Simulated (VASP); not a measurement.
A run of VASP 6.6.1:

INCAR

```
PREC = Accurate
ENCUT = 520
EDIFF = 1E-7
ISMEAR = 0
SIGMA = 0.1
LREAL = False
LASPH = True
NELM = 100
ALGO = Normal
ISIF = 2
LWAVE = False
LCHARG = False
LDIPOL = True
IDIPOL = 3
DIPOL = 0.5 0.5 0.500
GGA = PE
IBRION = 2
NSW = 70
EDIFFG = -0.03
KPAR = 2
```

KPOINTS

```
regular mesh
0
Gamma
  9 9 1
```

The input POSCAR:

```
Mo
1.0
    4.4695765307      0.0000000000      0.0000000000
   -2.2347882654      3.8707668198      0.0000000000
    0.0000000000      0.0000000000     18.5617424444
Mo
6
Selective dynamics
Direct
    0.6666666667      0.3333333333      0.3771197678  F F F
    0.3333333333      0.6666666667      0.4262718607  F F F
    0.0000000000      0.0000000000      0.4754239536  F F F
    0.6666666667      0.3333333333      0.5245760464  T T T
    0.3333333333      0.6666666667      0.5737281393  T T T
    0.0000000000      0.0000000000      0.6228802322  T T T
```

Potentials or basis: VASP PAW PBE potentials, release 64 (Mo_sv).

Launch:

```bash
$ cat potpaw_PBE.64/Mo_sv/POTCAR > POTCAR
$ mpirun -np 2 vasp_std > vasp.out
```

Hardware: 2 MPI ranks on Intel(R) Xeon(R) Platinum 8259CL CPU @ 2.50GHz (Skylake/Cascade Lake) (shared host).

Task: How long does it take, and how much memory?

Result: It took 42 min on 2 MPI ranks on Intel(R) Xeon(R) Platinum 8259CL CPU @ 2.50GHz (Skylake/Cascade Lake), with other jobs on the host, peak memory 0.53 GiB a rank. Counts: scf iterations 189, k points 12, ion steps 11.
